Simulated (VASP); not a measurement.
# BeS (I-4m2) in VASP: notebook

The runs below take BeS through single point, with r2SCAN.

Program: VASP 6.6.1. These are calculated values, not measurements. Logs are shortened: lines on timing, memory, paths and dates and some standing lists are left out, and cuts for length are marked.

## 1. The cell of the first run

The structure is tetragonal, space group I-4m2 (No. 119). Conventional cell: a = 3.327 Å, b = 3.327 Å, c = 4.850 Å, α = 90.00°, β = 90.00°, γ = 90.00°. Within 2.7 Å of Be (site symmetry -4m2) lie 4 S at 2.06 Å. Within 2.7 Å of S (site symmetry -4m2) lie 4 Be at 2.06 Å.

## 2. Single point, r2SCAN (strain -0.030 along x and y, +0.000 along z)

POSCAR

```
BeS
1.0
    0.0000000000      2.3522500000      2.4250000000
    2.3522500000      0.0000000000      2.4250000000
    2.3522500000      2.3522500000      0.0000000000
Be S
1 1
Direct
    0.0000000000      0.0000000000      0.0000000000
    0.7500000000      0.7500000000      0.7500000000
```

INCAR.step1

```
SYSTEM = BeS
ALGO = Normal ; EDIFF = 1E-4
ENCUT = 520 ; GGA = PE
ISMEAR = 0 ; LASPH = .True.
LCHARG = .False. ; LREAL = .False.
LWAVE = .True. ; NBANDS = 11
NELM = 100 ; PREC = Accurate
SIGMA = 0.05
```

INCAR.step2

```
SYSTEM = BeS
ALGO = Normal ; EDIFF = 1E-7
ENCUT = 520 ; ISIF = 2
ISMEAR = 0 ; ISTART = 1
LASPH = .True. ; LCHARG = .True.
LELF = .True. ; LMIXTAU = .True.
LREAL = .False. ; LVHAR = .True.
LWAVE = .False. ; METAGGA = R2SCAN
NBANDS = 11 ; NELM = 100
PREC = Accurate ; SIGMA = 0.05
```

KPOINTS

```
k-points
0
Gamma
  8 8 8
  0 0 0
```

Potentials or basis: VASP PAW PBE potentials, release 64 (Be, S).

The run is started by

```console
$ cat potpaw_PBE.64/Be/POTCAR potpaw_PBE.64/S/POTCAR > POTCAR
$ cp INCAR.step1 INCAR
$ mpirun -np 1 vasp_std > vasp.out
$ cp INCAR.step2 INCAR
$ mpirun -np 1 vasp_std > vasp.out
```

OUTCAR:

```text
SYSTEM = BeS
   EDIFF = 1E-7
   ENCUT = 520
   ISIF = 2
   ISMEAR = 0
   ISTART = 1
   LASPH = .True.
   LREAL = .False.
   METAGGA = R2SCAN
   NELM = 100
   PREC = Accurate

 ion  position               nearest neighbor table
   1  0.000  0.000  0.000-   2 2.06   2 2.06   2 2.06   2 2.06
   2  0.750  0.750  0.750-   1 2.06   1 2.06   1 2.06   1 2.06

  LATTYP: Found a body centered tetragonal cell.
 ALAT       =     3.3265838521
 C/A-ratio  =     1.4579521262

  Lattice vectors:

 A1 = (  -2.3522500000,   0.0000000000,   2.4250000000)
 A2 = (   2.3522500000,   0.0000000000,   2.4250000000)
 A3 = (   0.0000000000,   2.3522500000,  -2.4250000000)

Analysis of symmetry for initial positions (statically):
=====================================================================
 Subroutine PRICEL returns:
 Original cell was already a primitive cell.

 Routine SETGRP: Setting up the symmetry group for a
 body centered tetragonal supercell.

 Subroutine GETGRP returns: Found  8 space group operations
 (whereof  8 operations were pure point group operations)
 out of a pool of 16 trial point group operations.

The static configuration has the point symmetry D_2d.

Analysis of symmetry for dynamics (positions and initial velocities):
=====================================================================
 Subroutine PRICEL returns:
 Original cell was already a primitive cell.

 Routine SETGRP: Setting up the symmetry group for a
 body centered tetragonal supercell.

 Subroutine GETGRP returns: Found  8 space group operations
 (whereof  8 operations were pure point group operations)
 out of a pool of 16 trial point group operations.

The dynamic configuration has the point symmetry D_2d.

 Subroutine INISYM returns: Found  8 space group operations
 (whereof  8 operations are pure point group operations),
 and found     1 'primitive' translations

----------------------------------------------------------------------------------------

                                     Primitive cell

  volume of cell :      26.8354

  direct lattice vectors                    reciprocal lattice vectors
     0.000000000  2.352250000  2.425000000    -0.212562440  0.212562440  0.206185567
     2.352250000  0.000000000  2.425000000     0.212562440 -0.212562440  0.206185567
     2.352250000  2.352250000  0.000000000     0.212562440  0.212562440 -0.206185567

  length of vectors
     3.378417538  3.378417538  3.326583852     0.364524444  0.364524444  0.364524444

  position of ions in fractional coordinates (direct lattice)
     0.000000000  0.000000000  0.000000000
     0.750000000  0.750000000  0.750000000

  ion indices of the primitive-cell ions
   primitive index   ion index
                 1           1
                 2           2

----------------------------------------------------------------------------------------

 KPOINTS: k-points

Automatic generation of k-mesh.
 Grid dimensions read from file:
 generate k-points for:    8    8    8

 Generating k-lattice:

  Cartesian coordinates                     Fractional coordinates (reciprocal lattice)
    -0.026570305  0.026570305  0.025773196     0.125000000 -0.000000000  0.000000000
     0.026570305 -0.026570305  0.025773196    -0.000000000  0.125000000  0.000000000
     0.026570305  0.026570305 -0.025773196     0.000000000  0.000000000  0.125000000

  Length of vectors
     0.045565555  0.045565555  0.045565555

  Shift w.r.t. Gamma in fractional coordinates (k-lattice)
     0.000000000  0.000000000  0.000000000

 Subroutine IBZKPT returns following result:
 ===========================================

 Found     59 irreducible k-points:

 Following reciprocal coordinates:
            Coordinates               Weight
  0.000000  0.000000  0.000000      1.000000
  0.125000 -0.000000  0.000000      8.000000
  0.250000 -0.000000  0.000000      8.000000
  0.375000 -0.000000  0.000000      8.000000
  0.500000 -0.000000  0.000000      4.000000
  0.125000  0.125000  0.000000      2.000000
[... 16 lines left out ...]
  0.250000 -0.000000  0.125000     16.000000
  0.375000 -0.000000  0.125000     16.000000
 [... further k-points ...]
   k-points           NKPTS =     59   k-points in BZ     NKDIM =     59   number of bands    NBANDS=     11
   number of dos      NEDOS =    301   number of ions     NIONS =      2
   total plane-waves  NPLWV =  21952
   dimension x,y,z NGX =    28 NGY =   28 NGZ =   28
   dimension x,y,z NGXF=    56 NGYF=   56 NGZF=   56
   ions per type =               1   1
   NGX,Y,Z   is equivalent  to a cutoff of  13.78, 13.78, 13.99 a.u.
   NGXF,Y,Z  is equivalent  to a cutoff of  27.56, 27.56, 27.99 a.u.
 SYSTEM =  BeS
   PREC   = accura    normal or accurate (medium, high low for compatibility)
   ISTART =      1    job   : 0-new  1-cont  2-samecut
   ICHARG =      0    charge: 1-file 2-atom 10-const
   ISPIN  =      1    spin polarized calculation?
   LNONCOLLINEAR =      F non collinear calculations
   LSORBIT =      F    spin-orbit coupling
   LASPH  =      T    aspherical Exc in radial PAW
   ENCUT  =  520.0 eV  38.22 Ry    6.18 a.u.   6.28  6.28  6.19*2*pi/ulx,y,z
   NELM   =    100;   NELMIN=  2; NELMDL=  0     # of ELM steps
   EDIFF  = 0.1E-06   stopping-criterion for ELM
   LREAL  =      F    real-space projection
   EDIFFG = 0.1E-05   stopping-criterion for IOM
   NSW    =      0    number of steps for IOM
   IBRION =     -1    ionic relax: 0-MD 1-quasi-New 2-CG
   NFREE  =      0    steps in history (QN), initial steepest desc. (CG)
   ISIF   =      2    stress and relaxation
   ISYM   =      2    0-nonsym 1-usesym 2-fastsym
   POTIM  = 0.5000    time-step for ionic-motion
   TEBEG  =    0.0;   TEEND  =   0.0 temperature during run
   PSTRESS=    0.0 pullay stress
   NELECT =       8.0000    total number of electrons
   NUPDOWN=      -1.0000    fix difference up-down
   EMIN   =  10.00;   EMAX   =-10.00  energy-range for DOS
   EFERMI =   0.00;   METHOD = LEGACY
   ISMEAR =     0;   SIGMA  =   0.05  broadening in eV -4-tet -1-fermi 0-gaus
   EFERMI_NEDOS =   21; number of points for ismear=-14 and -15
   IALGO  =     38    algorithm
   IMIX   =      4    mixing-type and parameters
     AMIX     =   0.40;   BMIX     =  1.00
     AMIX_MAG =   1.60;   BMIX_MAG =  1.00
  volume/ion in A,a.u.               =      13.42        90.55
  Fermi-wavevector in a.u.,A,eV,Ry     =   1.093625  2.066652 16.272793  1.196017
  Thomas-Fermi vector in A             =   2.229914
   LORBIT       =      0    0 simple, 1 ext, 2 COOP (PROOUT), +10 PAW based schemes
   METAGGA = R2SCAN    functional components
   LHFCALC =     F    Hartree Fock is set to
   AEXX    =    0.0000 exact exchange contribution
   IVDW    =     0    specifies the selected vdW correction
   LEPSILON=     F    determine dielectric tensor
   LRPA    =     F    only Hartree local field effects (RPA)
 non-spin polarized calculation
 Gauss-broadening in eV      SIGMA  =   0.05
  energy-cutoff  :      520.00
  volume of cell :       26.84
 maximum number of plane-waves:       733
 NGX is ok and might be reduce to    28
   NGX = 13   NGY = 13   NGZ = 13

 number of electron       8.0000000 magnetization

 Free energy of the ion-electron system (eV)
  ---------------------------------------------------
  ext. energy  EPLUGINS =         0.00000000
  ---------------------------------------------------
  free energy    TOTEN  =       -14.72878215 eV

  energy without entropy =      -14.72878215  energy(sigma->0) =      -14.72878215

 E-fermi :   4.9901     XC(G=0): -10.4516

 val. band max:        4.6880856533   @ k =   0.0000   0.0000   0.0000
 cond. band min:       7.9649864742   @ k =   0.5000   0.0000   0.5000
 fundamental gap:      3.2769008209
 Fermi energy:         4.9900510676

 k-point     1 :       0.0000    0.0000    0.0000
  band No.  band energies     occupation
      1     -10.1144      2.00000
      2       4.4983      2.00000
      3       4.6881      2.00000
      4       4.6881      2.00000
      5      10.8327      0.00000
      6      10.8327      0.00000
      7      10.8620      0.00000
      8      11.8722      0.00000
      9      17.7717      0.00000
     10      18.5286      0.00000
     11      21.0478      0.00000

 k-point     2 :       0.1250   -0.0000    0.0000
  band No.  band energies     occupation
      1      -9.9135      2.00000
      2       3.3316      2.00000
      3       4.3245      2.00000
      4       4.4845      2.00000
      5      10.9509      0.00000
      6      11.2394      0.00000
      7      11.2701      0.00000
      8      13.0461      0.00000
      9      17.1504      0.00000
     10      17.7388      0.00000
     11      20.7405      0.00000

 k-point     3 :       0.2500   -0.0000    0.0000
  band No.  band energies     occupation
      1      -9.3568      2.00000
      2       1.0278      2.00000
      3       3.8421      2.00000
      4       4.0799      2.00000
      5      10.9499      0.00000
      6      11.8004      0.00000
      7      11.8878      0.00000
      8      15.2346      0.00000
      9      17.1378      0.00000
     10      17.3535      0.00000
     11      20.2638      0.00000

 k-point     4 :       0.3750   -0.0000    0.0000
  band No.  band energies     occupation
      1      -8.6385      2.00000
      2      -0.9360      2.00000
      3       3.4568      2.00000
      4       3.7557      2.00000
      5      10.8786      0.00000
      6      11.7868      0.00000
      7      11.9775      0.00000
      8      16.6648      0.00000
      9      18.7277      0.00000
     10      18.8604      0.00000
     11      20.6675      0.00000

 k-point     5 :       0.5000   -0.0000    0.0000
  band No.  band energies     occupation
      1      -8.2561      2.00000
      2      -1.7551      2.00000
      3       3.3162      2.00000
      4       3.6380      2.00000
      5      10.8335      0.00000
      6      11.6933      0.00000
      7      11.8885      0.00000
      8      17.0008      0.00000
      9      20.4711      0.00000
     10      20.7369      0.00000
     11      21.6011      0.00000
[... 211 lines left out ...]
 k-point    21 :       0.5000    0.5000    0.0000
  band No.  band energies     occupation
      1      -7.7361      2.00000
      2      -1.0469      2.00000
      3       1.8684      2.00000
      4       1.8684      2.00000
      5       8.2365      0.00000
      6      10.1359      0.00000
      7      18.9888      0.00000
      8      18.9888      0.00000
      9      21.9990      0.00000
     10      22.1451      0.00000
     11      22.8758      0.00000

 k-point    22 :       0.1250    0.0000    0.1250
  band No.  band energies     occupation
      1      -9.8406      2.00000
      2       3.6810      2.00000
      3       3.8540      2.00000
      4       3.9887      2.00000
      5      10.3714      0.00000
      6      11.7987      0.00000
      7      12.0484      0.00000
      8      12.9153      0.00000
      9      16.4317      0.00000
     10      18.3253      0.00000
     11      21.6641      0.00000

 k-point    23 :       0.2500   -0.0000    0.1250
  band No.  band energies     occupation
      1      -9.3956      2.00000
      2       1.7607      2.00000
      3       3.3721      2.00000
      4       3.7321      2.00000
      5      10.4549      0.00000
      6      12.3466      0.00000
      7      12.8429      0.00000
      8      13.4895      0.00000
      9      16.8064      0.00000
     10      18.4951      0.00000
     11      21.5904      0.00000

 k-point    24 :       0.3750   -0.0000    0.1250
  band No.  band energies     occupation
      1      -8.7132      2.00000
      2      -0.2693      2.00000
      3       3.0208      2.00000
      4       3.2827      2.00000
      5      10.6906      0.00000
      6      12.4257      0.00000
      7      12.9606      0.00000
      8      14.3192      0.00000
      9      18.7852      0.00000
     10      19.7342      0.00000
     11      21.2609      0.00000

 [... further k-points ...]
[... 5 lines left out ...]
  --------------------------------------------------------------------------------------
  -------------------------------------------------------------------------------------
  Total        1.5896439      1.5896439      1.0257631      0.0000000     -0.0000000      0.0000000
  in kB       94.9077628     94.9077628     61.2419415      0.0000000     -0.0000000      0.0000000
  external PRESSURE =      83.6858224 kB  Pullay stress =       0.0000000 kB

 VOLUME and BASIS-vectors are now :
 -----------------------------------------------------------------------------
  energy-cutoff  :      520.00
  volume of cell :       26.84
      direct lattice vectors                 reciprocal lattice vectors
     0.000000000  2.352250000  2.425000000    -0.212562440  0.212562440  0.206185567
     2.352250000  0.000000000  2.425000000     0.212562440 -0.212562440  0.206185567
     2.352250000  2.352250000  0.000000000     0.212562440  0.212562440 -0.206185567

 POSITION                                       TOTAL-FORCE (eV/Angst)
 -----------------------------------------------------------------------------------
      0.00000      0.00000      0.00000         0.000000      0.000000     -0.000000
      3.52838      3.52838      3.63750        -0.000000     -0.000000      0.000000
 -----------------------------------------------------------------------------------
    total drift:                                0.000000      0.000000     -0.000000

  FREE ENERGIE OF THE ION-ELECTRON SYSTEM (eV)
  ---------------------------------------------------
  free  energy   TOTEN  =       -14.7287821503 eV

  energy  without entropy=      -14.7287821503  energy(sigma->0) =      -14.72878215
```

It took 60 s on 1 thread of Intel Xeon Platinum 8488C (Sapphire Rapids), shared host; peak memory 0.16 GiB.

What came out:

- Free energy: -14.7288 eV
- Pressure: 8.4 GPa
- Band gap on the k mesh: 3.28 eV, indirect (least direct gap 6.14 eV)

Stress tensor (GPa, compression positive):
```
9.49 0.00 0.00
0.00 9.49 0.00
0.00 0.00 6.12
```

Caveat: the cell differs from its parent crystal (strain -0.030 along x and y, +0.000 along z); the PAW data sets were made with another functional, which shifts forces and pressure a little.

[end of part 1 of 2]
